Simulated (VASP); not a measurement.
# TiHg (P4/mmm) in VASP: notebook, part 2 of 3

VASP 6.6.1.

## 3. Single point, LDA

This run uses another cell than the first one, of 18.66 Å³/atom, 1.020 times its volume.

Contents of INCAR:

```
PREC = Accurate ; ENCUT = 520
EDIFF = 1E-6 ; ISMEAR = -1
SIGMA = 0.05 ; LREAL = F
LASPH = T ; NELM = 80
ALGO = Normal ; ISIF = 2
LWAVE = F ; LCHARG = F
GGA = CA ; NBANDS = 19
```

Contents of KPOINTS:

```
Automatic mesh
0
Gamma
  10 10 7
```

Contents of POSCAR:

```
TiHg
1.0
    3.0289277331      0.0000000000      0.0000000000
    0.0000000000      3.0289277331      0.0000000000
    0.0000000000      0.0000000000      4.0677623693
Ti Hg
1 1
Direct
    0.5000000000      0.5000000000      0.5000000000
    0.0000000000      0.0000000000      0.0000000000
```

Potentials or basis: VASP PAW LDA potentials, release 64 (Ti_sv, Hg).

The run is started by

```sh
$ cat potpaw_LDA.64/Ti_sv/POTCAR potpaw_LDA.64/Hg/POTCAR > POTCAR
$ mpirun -np 1 vasp_std > vasp.out
```

OUTCAR:

```text
PREC = Accurate
   ENCUT = 520
   EDIFF = 1E-6
   ISMEAR = -1
   LREAL = F
   LASPH = T
   NELM = 80
   ISIF = 2
   GGA = CA

 ion  position               nearest neighbor table
   1  0.500  0.500  0.500-   2 2.95   2 2.95   2 2.95   2 2.95   2 2.95   2 2.95   2 2.95   2 2.95

   2  0.000  0.000  0.000-   1 2.95   1 2.95   1 2.95   1 2.95   1 2.95   1 2.95   1 2.95   1 2.95

  LATTYP: Found a simple tetragonal cell.
 ALAT       =     3.0289277331
 C/A-ratio  =     1.3429710867

  Lattice vectors:

 A1 = (   3.0289277331,   0.0000000000,   0.0000000000)
 A2 = (   0.0000000000,   3.0289277331,   0.0000000000)
 A3 = (   0.0000000000,   0.0000000000,   4.0677623693)

Analysis of symmetry for initial positions (statically):
=====================================================================
 Subroutine PRICEL returns:
 Original cell was already a primitive cell.

 Routine SETGRP: Setting up the symmetry group for a
 simple tetragonal supercell.

 Subroutine GETGRP returns: Found 16 space group operations
 (whereof 16 operations were pure point group operations)
 out of a pool of 16 trial point group operations.

The static configuration has the point symmetry D_4h.

Analysis of symmetry for dynamics (positions and initial velocities):
=====================================================================
 Subroutine PRICEL returns:
 Original cell was already a primitive cell.

 Routine SETGRP: Setting up the symmetry group for a
 simple tetragonal supercell.

 Subroutine GETGRP returns: Found 16 space group operations
 (whereof 16 operations were pure point group operations)
 out of a pool of 16 trial point group operations.

The dynamic configuration has the point symmetry D_4h.

[... 109 lines left out ...]
   NELECT =      24.0000    total number of electrons
   NUPDOWN=      -1.0000    fix difference up-down
   EMIN   =  10.00;   EMAX   =-10.00  energy-range for DOS
   EFERMI =   0.00;   METHOD = LEGACY
   ISMEAR =    -1;   SIGMA  =   0.05  broadening in eV -4-tet -1-fermi 0-gaus
   EFERMI_NEDOS =   21; number of points for ismear=-14 and -15
   IALGO  =     38    algorithm
   IMIX   =      4    mixing-type and parameters
     AMIX     =   0.40;   BMIX     =  1.00
     AMIX_MAG =   1.60;   BMIX_MAG =  1.00
  volume/ion in A,a.u.               =      18.66       125.92
  Fermi-wavevector in a.u.,A,eV,Ry     =   1.413082  2.670338 27.168134  1.996801
  Thomas-Fermi vector in A             =   2.534765
   LORBIT       =      0    0 simple, 1 ext, 2 COOP (PROOUT), +10 PAW based schemes
   GGA     = CA    functional components
   LHFCALC =     F    Hartree Fock is set to
   AEXX    =    0.0000 exact exchange contribution
   IVDW    =     0    specifies the selected vdW correction
   LEPSILON=     F    determine dielectric tensor
   LRPA    =     F    only Hartree local field effects (RPA)
 non-spin polarized calculation
  energy-cutoff  :      520.00
  volume of cell :       37.32
 maximum number of plane-waves:      1023
 NGX is ok and might be reduce to    24
   NGX = 11   NGY = 11   NGZ = 15

 number of electron      24.0000007 magnetization

 Free energy of the ion-electron system (eV)
  ---------------------------------------------------
  ext. energy  EPLUGINS =         0.00000000
  ---------------------------------------------------
  free energy    TOTEN  =        -9.78319392 eV

  energy without entropy =       -9.75632909  energy(sigma->0) =       -9.76976151

 E-fermi :   6.0200     XC(G=0): -11.9690

 val. band max:        6.0189910365   @ k =   0.3000   0.0000   0.2857
 cond. band min:       6.0387616362   @ k =   0.4000   0.1000   0.2857
 fundamental gap:      0.0197705997
 Fermi energy:         6.0199940217

 k-point     1 :       0.0000    0.0000    0.0000
  band No.  band energies     occupation
      1     -50.3794      2.00000
      2     -27.1506      2.00000
      3     -26.8171      2.00000
      4     -26.8171      2.00000
      5      -3.2270      2.00000
      6      -2.4453      2.00000
[... 505 lines left out ...]
      6      -1.8702      2.00000
[... 11 lines left out ...]
     18      15.1008      0.00000
     19      16.3068      0.00000

 [... further k-points ...]

------------------------ aborting loop because EDIFF is reached ----------------------------------------

  FORCE on cell =-STRESS in cart. coord.  units (eV):
  Direction    XX          YY          ZZ          XY          YZ          ZX
  --------------------------------------------------------------------------------------
  -------------------------------------------------------------------------------------
  Total       -1.8918512     -1.8918512     -1.6969159      0.0000000      0.0000000      0.0000000
  in kB      -81.2202203    -81.2202203    -72.8513351      0.0000000      0.0000000      0.0000000
  external PRESSURE =     -78.4305919 kB  Pullay stress =       0.0000000 kB

 VOLUME and BASIS-vectors are now :
 -----------------------------------------------------------------------------
  energy-cutoff  :      520.00
  volume of cell :       37.32
      direct lattice vectors                 reciprocal lattice vectors
     3.028927733  0.000000000  0.000000000     0.330149838  0.000000000  0.000000000
     0.000000000  3.028927733  0.000000000     0.000000000  0.330149838  0.000000000
     0.000000000  0.000000000  4.067762369     0.000000000  0.000000000  0.245835403

 POSITION                                       TOTAL-FORCE (eV/Angst)
 -----------------------------------------------------------------------------------
      1.51446      1.51446      2.03388         0.000000      0.000000      0.000000
      0.00000      0.00000      0.00000         0.000000      0.000000      0.000000
 -----------------------------------------------------------------------------------
    total drift:                                0.000000      0.000000     -0.000000

  FREE ENERGIE OF THE ION-ELECTRON SYSTEM (eV)
  ---------------------------------------------------
  free  energy   TOTEN  =        -9.7831939237 eV

  energy  without entropy=       -9.7563290903  energy(sigma->0) =       -9.76976151
```

OSZICAR:

```text
N       E                     dE             d eps       ncg     rms          rms(c)
DAV:   1     0.237084189218E+03    0.23708E+03   -0.13020E+04  3211   0.145E+03
DAV:   2     0.476031577835E+01   -0.23232E+03   -0.22631E+03  3247   0.402E+02
DAV:   3    -0.106101024471E+02   -0.15370E+02   -0.15176E+02  5185   0.959E+01
DAV:   4    -0.111096276953E+02   -0.49953E+00   -0.49626E+00  3752   0.139E+01
DAV:   5    -0.111211892619E+02   -0.11562E-01   -0.11560E-01  3863   0.196E+00    0.968E+00
DAV:   6    -0.992467844182E+01    0.11965E+01   -0.47524E+00  3433   0.205E+01    0.339E+00
DAV:   7    -0.981571089038E+01    0.10897E+00   -0.71487E-01  3580   0.793E+00    0.351E+00
DAV:   8    -0.978725596500E+01    0.28455E-01   -0.90168E-02  3540   0.258E+00    0.153E+00
DAV:   9    -0.978314319287E+01    0.41128E-02   -0.10640E-02  3600   0.115E+00    0.152E-01
DAV:  10    -0.978319513841E+01   -0.51946E-04   -0.79136E-04  4548   0.219E-01    0.737E-02
DAV:  11    -0.978319462512E+01    0.51329E-06   -0.18083E-04  3576   0.114E-01    0.159E-02
DAV:  12    -0.978319450830E+01    0.11682E-06   -0.20861E-05  4074   0.461E-02    0.710E-03
DAV:  13    -0.978319392366E+01    0.58464E-06   -0.24858E-06  3062   0.152E-02
   1 F= -.97831939E+01 E0= -.97697615E+01  d E =-.268648E-01
```

Wall time 71 s (1 thread of AMD EPYC 7R13, shared host); peak memory 0.15 GiB.

What came out:

- Free energy: -9.7832 eV
- Pressure: -7.8 GPa
- Band gap on the k mesh: zero (band 12 reaches 6.57 eV, above the bottom of band 13 at 5.63 eV)

Levels at points of the mesh, in eV from the Fermi level:
```csv
k point,band 9,band 10,band 11,band 12,band 13,band 14,band 15,band 16
"(0.00, 0.00, 0.00)",-6.96,-6.50,-0.43,-0.30,1.25,1.89,1.89,2.39
"(0.50, 0.00, 0.00)",-6.79,-3.69,-3.52,-1.01,-0.39,1.12,1.70,3.49
"(0.50, 0.50, 0.00)",-5.81,-2.15,0.31,0.31,1.15,1.15,1.33,3.11
```

Caveat: spin-orbit coupling is left out, which moves the levels of the heavy elements.

[end of part 2 of 3]
